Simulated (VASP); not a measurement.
Wanted: the native input for a VASP 6.6.1 run.

* Task: single point
* Functional: LDA
* Potentials or basis: VASP PAW LDA potentials, release 64 (Si, C)
* Cutoff: 600 eV
* k mesh: 12 × 12 × 12
* Occupations: gaussian, width 0.02 eV
* Spin: no spin polarisation
* Dipole correction: no
* Further INCAR settings: ALGO = Normal; EDIFF = 1e-06; NBANDS = 11

The structure of SiC (l.bA) lies in POSCAR:

```
SiC
1.0
    0.0000000000      2.1645334607      2.1645334607
    2.1645334607      0.0000000000      2.1645334607
    2.1645334607      2.1645334607      0.0000000000
Si C
1 1
Direct
    0.0000000000      0.0000000000      0.0000000000
    0.2500000000      0.2500000000      0.2500000000
```

One way to write it, as run:

INCAR

```
ALGO = Normal
EDIFF = 1E-6
ENCUT = 600
GGA_COMPAT = False
ISIF = 2
ISMEAR = 0
LASPH = True
LCHARG = False
LREAL = False
LWAVE = False
NBANDS = 11
NELM = 120
PREC = Accurate
SIGMA = 0.02
```

KPOINTS

```
k-points
0
Gamma
  12 12 12
```

Potentials or basis: VASP PAW LDA potentials, release 64 (Si, C).

Run with:

```sh
$ cat potpaw_LDA.64/Si/POTCAR potpaw_LDA.64/C/POTCAR > POTCAR
$ mpirun -np 1 vasp_std > vasp.out
```

It gave:

* Pressure: 0.2 GPa
* Band gap on the k mesh: 1.29 eV, indirect (least direct gap 4.52 eV)

Wall time 12 s on 1 thread of Intel(R) Xeon(R) Platinum 8488C (Sapphire Rapids), on a shared host, peak memory 0.13 GiB.
